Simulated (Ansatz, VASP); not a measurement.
# Two plane-wave programs on Ba

Contents of INCAR:

```
ALGO = Normal ; EDIFF = 1E-7
ENCUT = 520 ; GGA = CA
ISIF = 2 ; ISMEAR = 0
LASPH = T ; LCHARG = F
LREAL = F ; LWAVE = F
NBANDS = 11 ; NELM = 100
PREC = Accurate ; SIGMA = 0.15
```

The input KPOINTS:

```
k-points
0
Gamma
  12 12 12
```

The input POSCAR:

```
Ba
1.0
    3.8001860143      0.0000000000      0.0000000000
    0.0000000000      3.8001860143      0.0000000000
    0.0000000000      0.0000000000      3.8589517774
Ba
1
Direct
    0.0000000000      0.0000000000      0.0000000000
```

Input for Ansatz:

```yaml
crystal:
  lattice:
    - [3.8001860143, 0.0, 0.0]
    - [0.0, 3.8001860143, 0.0]
    - [0.0, 0.0, 3.8589517774]
  atoms:
    - { symbol: Ba, position: [0.0, 0.0, 0.0] }
basis:
  ecutwfc: 420
kpoints:
  mp_grid: { grid: [12, 12, 12] }
hamiltonian:
  xc: lda
scf:
  occupations: { method: gaussian, width: 0.15 }
output:
  forces: true
  stress: true
  eigenvalues: true
```

Change from the starting cell: strain -0.030 along x and y, -0.015 along z, atoms carried along.

Alike in both runs: task single point; functional LDA; k mesh 12 × 12 × 12; occupations gaussian, width 0.15 eV; no spin polarisation.

```csv
,VASP,Ansatz
version,VASP 6.6.1,Ansatz 0.2.0
potentials or method,"VASP PAW LDA potentials, release 64 (Ba_sv), cutoff 520 eV","scalar-relativistic, plane waves, PAW"
valence electrons in the cell,10,10
```

Ansatz gave:

* gap on the k mesh at the Fermi level (eV): none
* pressure (GPa): -0.7
* traceless stress, the component that is largest in VASP (GPa): -0.30

Question: Estimate VASP's values.

Answer: gap on the k mesh at the Fermi level (eV): none; pressure (GPa): -0.5; traceless stress, the component that is largest in VASP (GPa): -0.31.

LDA's correlation is that of Perdew and Zunger in VASP and of Perdew and Wang (1992) in Ansatz. A gap of «none» marks a metal or a gap that the smearing closes.

Spin-orbit coupling is off throughout.
